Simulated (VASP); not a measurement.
# TiSn3O8 (P1) in VASP: single point with PBEsol

Aim: the single point of TiSn3O8 with PBEsol.

Program: VASP 6.6.1. These are calculated values, not measurements. Logs are shortened: lines on timing, memory, paths and dates and some standing lists are left out, and cuts for length are marked.

## 1. The cell of the first run

The typed cell holds 72 atoms: a = 9.472 Å, b = 9.469 Å, c = 9.424 Å, α = 90.00°, β = 90.00°, γ = 90.00°.

## 2. Single point, PBEsol

INCAR

```
SYSTEM = TiSn3O8
ALGO = Normal
EDIFF = 1E-6
ENCUT = 520
GGA = PS
ISIF = 2
ISMEAR = -1
LASPH = .TRUE.
LCHARG = .FALSE.
LREAL = Auto
LWAVE = .FALSE.
NBANDS = 348
NELM = 80
PREC = Accurate
SIGMA = 0.05
```

KPOINTS

```
Automatic mesh
0
Gamma
  1 1 1
  0.5 0.5 0.5
```

POSCAR

```
TiSn3O8
1.0
    9.4722821430      0.0000000000      0.0000000000
    0.0000000000      9.4691637292      0.0000000000
    0.0000000000      0.0000000000      9.4243626754
Sn Ti O
18 6 48
Direct
    0.0013280000      0.0014560000      0.0031290000
    0.9989680000      0.9993100000      0.6618070000
    0.0014130000      0.4970740000      0.0018160000
    0.9994730000      0.4994970000      0.3326310000
    0.9966700000      0.5016210000      0.6640620000
    0.4965410000      0.0019500000      0.0043110000
    0.5016160000      0.9967270000      0.6618620000
    0.5014570000      0.5018300000      0.6660360000
    0.2527620000      0.2498820000      0.4941420000
    0.2509500000      0.2499740000      0.8364490000
    0.2510960000      0.7509510000      0.1684780000
    0.2518360000      0.7505630000      0.4964360000
    0.2508610000      0.7467850000      0.8336800000
    0.7470610000      0.2477210000      0.1684780000
    0.7464150000      0.2484480000      0.4964240000
    0.7471120000      0.2515860000      0.8336980000
    0.7477670000      0.7510970000      0.1705450000
    0.7462610000      0.7478150000      0.8310080000
    0.0093320000      0.0098200000      0.3319380000
    0.4992860000      0.9996610000      0.3327300000
    0.5020700000      0.5020670000      0.0085720000
    0.5048220000      0.5052820000      0.3305270000
    0.2595060000      0.2567690000      0.1674230000
    0.7536480000      0.7567440000      0.4924260000
    0.1568540000      0.1538910000      0.0097940000
    0.1501680000      0.1525790000      0.3237790000
    0.1546910000      0.1518640000      0.6642370000
    0.1516850000      0.6533730000      0.0023260000
    0.1538090000      0.6508320000      0.3321470000
    0.1527450000      0.6530860000      0.6640860000
    0.6516070000      0.1507070000      0.0013840000
    0.6452720000      0.1478260000      0.3320650000
    0.6516940000      0.1513350000      0.6650750000
    0.6466220000      0.6491890000      0.0025550000
    0.6494960000      0.6479080000      0.3399380000
    0.6522260000      0.6555650000      0.6571580000
    0.3500650000      0.3477030000      0.0108430000
    0.3476250000      0.3499260000      0.3219380000
    0.3492700000      0.3470030000      0.6655420000
    0.3439390000      0.8507230000      0.0012830000
    0.3531910000      0.8512900000      0.3319160000
    0.3498910000      0.8439740000      0.6652960000
    0.8491880000      0.3427250000      0.0021930000
    0.8446000000      0.3483420000      0.3319610000
    0.8420900000      0.3488930000      0.6643810000
    0.8447280000      0.8477830000      0.0003700000
    0.8472340000      0.8454130000      0.3436430000
    0.8422370000      0.8458680000      0.6555670000
    0.1025690000      0.3988880000      0.1676350000
    0.0966180000      0.4008900000      0.4990170000
    0.0979760000      0.4032100000      0.8319330000
    0.0927600000      0.9024160000      0.1771520000
    0.0988900000      0.9075690000      0.4886960000
    0.0960660000      0.9013250000      0.8321190000
    0.5937690000      0.4084640000      0.1667620000
    0.5898360000      0.4013030000      0.4886680000
    0.5934260000      0.4057290000      0.8437170000
    0.5934810000      0.9039440000      0.1755580000
    0.5988790000      0.9013480000      0.4881070000
    0.5951100000      0.9018240000      0.8344570000
    0.4013940000      0.1004400000      0.1772560000
    0.4041520000      0.0938580000      0.4901000000
    0.4039230000      0.0976780000      0.8320860000
    0.4096870000      0.5954510000      0.1669160000
    0.4029980000      0.5923310000      0.4885910000
    0.4045350000      0.5927720000      0.8436400000
    0.9004030000      0.0911860000      0.1770800000
    0.9055760000      0.0976940000      0.4886950000
    0.9023100000      0.0975030000      0.8321940000
    0.9002320000      0.5966810000      0.1665350000
    0.8981050000      0.6017100000      0.4976710000
    0.9008650000      0.5962870000      0.8342640000
```

Potentials or basis: VASP PAW PBE potentials, release 64 (Sn_d, Ti_sv, O).

Started as:

```
> cat potpaw_PBE.64/Sn_d/POTCAR potpaw_PBE.64/Ti_sv/POTCAR potpaw_PBE.64/O/POTCAR > POTCAR
> mpirun -np 1 vasp_std > vasp.out
```

OUTCAR:

```text
SYSTEM = TiSn3O8
   EDIFF = 1E-6
   ENCUT = 520
   GGA = PS
   ISIF = 2
   ISMEAR = -1
   LASPH = .TRUE.
   LREAL = Auto
   NELM = 80
   PREC = Accurate

 ion  position               nearest neighbor table
   1  0.001  0.001  0.003-  25 2.06  54 2.07  69 2.07  46 2.08  52 2.08  67 2.08  19 3.10   2 3.22
                            10 3.69  11 3.69  14 3.70  17 3.73  13 3.74  16 3.74
   2  0.999  0.999  0.662-  27 2.06  69 2.07  54 2.07  53 2.08  68 2.08  48 2.08  19 3.11   1 3.22
                            12 3.70  15 3.70   9 3.73  18 3.73  16 3.74  13 3.75  10 3.75
   3  0.001  0.497  0.002-  51 2.05  43 2.05  28 2.05  70 2.05  49 2.06  72 2.07   4 3.12   5 3.18
                            10 3.67  13 3.70  16 3.70  11 3.72  14 3.72  18 3.75  17 3.75
   4  0.999  0.499  0.333-  50 2.04  70 2.04  29 2.05  44 2.05  71 2.07  49 2.07   3 3.12   5 3.12
                             9 3.70  17 3.70  11 3.71  12 3.71  15 3.71  14 3.71
   5  0.997  0.502  0.664-  72 2.05  50 2.06  71 2.06  45 2.06  30 2.06  51 2.07   4 3.12   3 3.18
                            18 3.68  13 3.71  16 3.71  15 3.72  12 3.73  10 3.76
   6  0.497  0.002  0.004-  40 2.03  31 2.04  63 2.06  58 2.08  60 2.08  61 2.08  20 3.10   7 3.23
                            10 3.66  14 3.67  11 3.67  17 3.71  16 3.72  13 3.72  18 3.75
   7  0.502  0.997  0.662-  42 2.04  33 2.04  60 2.06  62 2.08  63 2.08  59 2.08  20 3.10   6 3.23
                            12 3.67  18 3.67  15 3.67   9 3.72  16 3.72  13 3.72  10 3.75
   8  0.501  0.502  0.666-  36 2.04  39 2.06  66 2.09  57 2.10  65 2.10  56 2.10  22 3.16  21 3.23
                            18 3.64  13 3.68  16 3.68  12 3.70  15 3.70   9 3.72  10 3.73
   9  0.253  0.250  0.494-  50 2.06  62 2.06  39 2.07  27 2.07  38 2.08  26 2.09  23 3.08  10 3.23
                             4 3.70   7 3.72   8 3.72   2 3.73
  10  0.251  0.250  0.836-  63 2.04  51 2.05  25 2.07  39 2.08  27 2.08  37 2.11  23 3.12   9 3.23
                             6 3.66   3 3.67   1 3.69   8 3.73   2 3.75   7 3.75   5 3.76
  11  0.251  0.751  0.168-  29 2.03  40 2.04  28 2.05  41 2.05  52 2.08  64 2.10  12 3.09  13 3.16
                             6 3.67   1 3.69   4 3.71   3 3.72
  12  0.252  0.751  0.496-  29 2.04  42 2.04  30 2.06  41 2.06  65 2.07  53 2.08  11 3.09  13 3.18
                             7 3.67   8 3.70   2 3.70   4 3.71   5 3.73
  13  0.251  0.747  0.834-  28 2.05  30 2.05  40 2.06  42 2.06  66 2.06  54 2.07  11 3.16  12 3.18
                             8 3.68   3 3.70   5 3.71   6 3.72   7 3.72   1 3.74   2 3.75
  14  0.747  0.248  0.168-  44 2.03  31 2.04  43 2.05  32 2.05  67 2.08  55 2.10  15 3.09  16 3.16
                             6 3.67   1 3.70   4 3.71   3 3.72
  15  0.746  0.248  0.496-  44 2.04  33 2.04  32 2.06  45 2.06  56 2.07  68 2.08  14 3.09  16 3.18
                             7 3.67   8 3.70   2 3.70   4 3.71   5 3.72
  16  0.747  0.252  0.834-  43 2.05  45 2.05  31 2.06  33 2.06  57 2.06  69 2.07  14 3.16  15 3.18
                             8 3.68   3 3.70   5 3.71   6 3.72   7 3.72   1 3.74   2 3.74
  17  0.748  0.751  0.171-  70 2.06  58 2.06  46 2.06  47 2.08  34 2.09  35 2.09  24 3.03  18 3.20
                             4 3.70   6 3.71   1 3.73   3 3.75
  18  0.746  0.748  0.831-  60 2.04  72 2.05  36 2.06  46 2.08  34 2.09  48 2.10  24 3.19  17 3.20
                             8 3.64   7 3.67   5 3.68   2 3.73   6 3.75   3 3.75
  19  0.009  0.010  0.332-  26 1.90  52 1.95  67 1.95  53 1.96  68 1.96  47 2.19   1 3.10   2 3.11

  20  0.499  1.000  0.333-  62 1.95  58 1.95  32 1.97  41 1.97  59 1.98  61 1.98   6 3.10   7 3.10

  21  0.502  0.502  0.009-  55 1.94  64 1.94  34 1.95  57 2.00  66 2.00  37 2.05   8 3.23
  22  0.505  0.505  0.331-  35 1.93  65 1.96  56 1.96  64 1.98  55 1.98  38 2.09   8 3.16
  23  0.260  0.257  0.167-  38 1.90  37 1.91  61 2.00  49 2.01  25 2.03  26 2.05   9 3.08  10 3.12

  24  0.754  0.757  0.492-  47 1.86  48 1.94  59 2.01  71 2.01  35 2.03  36 2.06  17 3.03  18 3.19

  25  0.157  0.154  0.010-  23 2.03   1 2.06  10 2.07
  26  0.150  0.153  0.324-  19 1.90  23 2.05   9 2.09
  27  0.155  0.152  0.664-   2 2.06   9 2.07  10 2.08
  28  0.152  0.653  0.002-  13 2.05  11 2.05   3 2.05
  29  0.154  0.651  0.332-  11 2.03  12 2.04   4 2.05
  30  0.153  0.653  0.664-  13 2.05  12 2.06   5 2.06
[... 40 lines left out ...]
  71  0.898  0.602  0.498-  24 2.01   5 2.06   4 2.07
  72  0.901  0.596  0.834-   5 2.05  18 2.05   3 2.07

  LATTYP: Found a simple orthorhombic cell.
 ALAT       =     9.4243626754
 B/A-ratio  =     1.0047537489
 C/A-ratio  =     1.0050846375

  Lattice vectors:

 A1 = (   0.0000000000,   0.0000000000,  -9.4243626754)
 A2 = (   0.0000000000,   9.4691637292,   0.0000000000)
 A3 = (   9.4722821430,   0.0000000000,   0.0000000000)

Analysis of symmetry for initial positions (statically):
=====================================================================
[... 223 lines left out ...]
   number of dos      NEDOS =    301   number of ions     NIONS =     72
   total plane-waves  NPLWV = 343000
   dimension x,y,z NGX =    70 NGY =   70 NGZ =   70
   dimension x,y,z NGXF=   140 NGYF=  140 NGZF=  140
   ions per type =              18   6  48
   NGX,Y,Z   is equivalent  to a cutoff of  12.29, 12.29, 12.35 a.u.
   NGXF,Y,Z  is equivalent  to a cutoff of  24.57, 24.58, 24.70 a.u.
 SYSTEM =  TiSn3O8
   PREC   = accura    normal or accurate (medium, high low for compatibility)
   ISTART =      0    job   : 0-new  1-cont  2-samecut
   ICHARG =      2    charge: 1-file 2-atom 10-const
   ISPIN  =      1    spin polarized calculation?
   LNONCOLLINEAR =      F non collinear calculations
   LSORBIT =      F    spin-orbit coupling
   LASPH  =      T    aspherical Exc in radial PAW
   ENCUT  =  520.0 eV  38.22 Ry    6.18 a.u.  17.61 17.61 17.52*2*pi/ulx,y,z
   NELM   =     80;   NELMIN=  2; NELMDL= -5     # of ELM steps
   EDIFF  = 0.1E-05   stopping-criterion for ELM
   LREAL  =      T    real-space projection
   EDIFFG = 0.1E-04   stopping-criterion for IOM
   NSW    =      0    number of steps for IOM
   IBRION =     -1    ionic relax: 0-MD 1-quasi-New 2-CG
   NFREE  =      0    steps in history (QN), initial steepest desc. (CG)
   ISIF   =      2    stress and relaxation
   ISYM   =      2    0-nonsym 1-usesym 2-fastsym
   POTIM  = 0.5000    time-step for ionic-motion
   TEBEG  =    0.0;   TEEND  =   0.0 temperature during run
   PSTRESS=    0.0 pullay stress
   NELECT =     612.0000    total number of electrons
   NUPDOWN=      -1.0000    fix difference up-down
   EMIN   =  10.00;   EMAX   =-10.00  energy-range for DOS
   EFERMI =   0.00;   METHOD = LEGACY
   ISMEAR =    -1;   SIGMA  =   0.05  broadening in eV -4-tet -1-fermi 0-gaus
   EFERMI_NEDOS =   21; number of points for ismear=-14 and -15
   IALGO  =     38    algorithm
   IMIX   =      4    mixing-type and parameters
     AMIX     =   0.40;   BMIX     =  1.00
     AMIX_MAG =   1.60;   BMIX_MAG =  1.00
  volume/ion in A,a.u.               =      11.74        79.23
  Fermi-wavevector in a.u.,A,eV,Ry     =   1.470006  2.777909 29.401085  2.160919
  Thomas-Fermi vector in A             =   2.585315
   LORBIT       =      0    0 simple, 1 ext, 2 COOP (PROOUT), +10 PAW based schemes
   GGA     = PS    functional components
   LHFCALC =     F    Hartree Fock is set to
   AEXX    =    0.0000 exact exchange contribution
   IVDW    =     0    specifies the selected vdW correction
   LEPSILON=     F    determine dielectric tensor
   LRPA    =     F    only Hartree local field effects (RPA)
 non-spin polarized calculation
  energy-cutoff  :      520.00
  volume of cell :      845.31
 maximum number of plane-waves:     22680
   NGX = 35   NGY = 35   NGZ = 35

 number of electron     612.0000004 magnetization

 Free energy of the ion-electron system (eV)
  ---------------------------------------------------
  ext. energy  EPLUGINS =         0.00000000
  ---------------------------------------------------
  free energy    TOTEN  =      -524.27423222 eV

  energy without entropy =     -524.27423222  energy(sigma->0) =     -524.27423222

 E-fermi :   6.5813     XC(G=0): -11.4847

 val. band max:        5.2511036839   @ k =   0.5000   0.5000   0.5000
 cond. band min:       8.0061274242   @ k =   0.5000   0.5000   0.5000
 fundamental gap:      2.7550237403
 Fermi energy:         6.5813345467

 k-point     1 :       0.5000    0.5000    0.5000
  band No.  band energies     occupation
      1     -51.0797      2.00000
      2     -51.0413      2.00000
      3     -50.9845      2.00000
      4     -50.9468      2.00000
      5     -50.9194      2.00000
      6     -50.9189      2.00000
[... 310 lines left out ...]
    317       8.6206      0.00000
    318       8.6391      0.00000
 [bands above 318 left out]

------------------------ aborting loop because EDIFF is reached ----------------------------------------

  FORCE on cell =-STRESS in cart. coord.  units (eV):
  Direction    XX          YY          ZZ          XY          YZ          ZX
  --------------------------------------------------------------------------------------
  -------------------------------------------------------------------------------------
  Total        2.6580342      2.6306920      4.3504370      1.3573640     -0.1318932     -0.1429933
  in kB        5.0379390      4.9861156      8.2456562      2.5726973     -0.2499855     -0.2710243
  external PRESSURE =       6.0899036 kB  Pullay stress =       0.0000000 kB

 VOLUME and BASIS-vectors are now :
 -----------------------------------------------------------------------------
  energy-cutoff  :      520.00
  volume of cell :      845.31
      direct lattice vectors                 reciprocal lattice vectors
     9.472282143  0.000000000  0.000000000     0.105571180  0.000000000  0.000000000
     0.000000000  9.469163729  0.000000000     0.000000000  0.105605947  0.000000000
     0.000000000  0.000000000  9.424362675     0.000000000  0.000000000  0.106107971

 POSITION                                       TOTAL-FORCE (eV/Angst)
 -----------------------------------------------------------------------------------
      0.01258      0.01379      0.02949        -0.006588      0.000479      0.009730
      9.46251      9.46263      6.23711         0.006541      0.009183     -0.000312
      0.01338      4.70688      0.01711         0.005055      0.007244      0.006705
      9.46729      4.72982      3.13484         0.006766      0.005882      0.003961
      9.44074      4.74993      6.25836         0.007054      0.002601     -0.001750
      4.70338      0.01846      0.04063         0.005156     -0.003824      0.005765
[... 64 lines left out ...]
      8.50710      5.69769      4.69023        -0.021302      0.022503      0.001679
      8.53325      5.64634      7.86241        -0.009259      0.012432      0.006905
 -----------------------------------------------------------------------------------
    total drift:                                0.017288      0.015818      0.080581

  FREE ENERGIE OF THE ION-ELECTRON SYSTEM (eV)
  ---------------------------------------------------
  free  energy   TOTEN  =      -524.2742322173 eV

  energy  without entropy=     -524.2742322173  energy(sigma->0) =     -524.27423222
```

Wall time 9.1 min (1 thread of Intel Xeon Platinum 8488C (Sapphire Rapids), shared host); peak memory 0.8 GiB.

What came out:

```yaml
Free_energy: -524.2742 eV
Pressure: 0.6 GPa
Largest_force: 0.066 eV/Å
Band_gap_on_the_k_mesh: 2.75 eV
```

Forces on the atoms (eV/Å):
```
Sn  -0.007  0.000  0.010
Sn   0.007  0.009  0.000
Sn   0.005  0.007  0.007
Sn   0.007  0.006  0.004
Sn   0.007  0.003 -0.002
Sn   0.005 -0.004  0.006
Sn   0.002  0.006  0.001
Sn  -0.008 -0.010  0.003
Sn  -0.002  0.007 -0.004
Sn   0.002  0.010 -0.001
Sn  -0.002 -0.011  0.008
Sn  -0.014  0.001 -0.002
Sn  -0.004  0.001  0.002
Sn   0.001  0.001  0.002
Sn   0.001 -0.008  0.000
Sn  -0.005 -0.008 -0.006
Sn  -0.004 -0.001  0.007
Sn   0.007 -0.010 -0.002
Ti  -0.022 -0.020 -0.006
Ti   0.009  0.001  0.013
Ti  -0.009 -0.008 -0.028
Ti  -0.015 -0.018  0.000
Ti  -0.030 -0.018 -0.011
Ti  -0.036 -0.033  0.028
O   -0.003 -0.005  0.012
O    0.006  0.005 -0.019
O   -0.014 -0.013  0.000
O   -0.017 -0.015  0.002
O   -0.019 -0.021  0.001
O   -0.019 -0.017 -0.002
O   -0.014 -0.013 -0.003
O   -0.020 -0.017  0.001
O   -0.009 -0.012  0.001
O   -0.009 -0.008  0.002
O    0.003  0.002  0.004
O   -0.001  0.000 -0.019
O    0.025  0.025 -0.017
O    0.034  0.031  0.009
O    0.011  0.015 -0.002
O    0.010  0.011 -0.004
O    0.019  0.020  0.005
O    0.010  0.011  0.000
O    0.015  0.012 -0.003
O    0.019  0.021 -0.001
O    0.009  0.016 -0.002
O    0.011  0.014 -0.006
O    0.046  0.042 -0.021
O    0.012  0.006  0.009
O    0.024 -0.023  0.001
O    0.016 -0.016  0.006
O    0.009 -0.006 -0.006
O    0.007 -0.012  0.002
O    0.009 -0.012 -0.004
O    0.006 -0.011 -0.001
O    0.015 -0.016  0.002
O    0.006 -0.009 -0.004
O    0.001  0.001  0.008
O    0.010 -0.008  0.003
O    0.017 -0.017 -0.007
O    0.008 -0.005  0.008
O   -0.012  0.013  0.011
O   -0.005  0.008  0.001
O   -0.004  0.005 -0.007
O   -0.017  0.014  0.001
O   -0.007  0.004 -0.001
O    0.000  0.001  0.009
O   -0.014  0.008  0.003
O   -0.009  0.007 -0.002
O   -0.011  0.009  0.000
O   -0.017  0.015 -0.007
O   -0.021  0.023  0.002
O   -0.009  0.012  0.007
```

Stress tensor (GPa, compression positive):
```
 0.50  0.26 -0.03
 0.26  0.50 -0.02
-0.03 -0.02  0.82
```

Caveat: the k points lie up to 0.67 Å⁻¹ apart; the PAW data sets were made with another functional, which shifts forces and pressure a little; spin-orbit coupling is left out, which moves the levels of the heavy elements; a shifted mesh leaves out Γ, where band edges can lie.
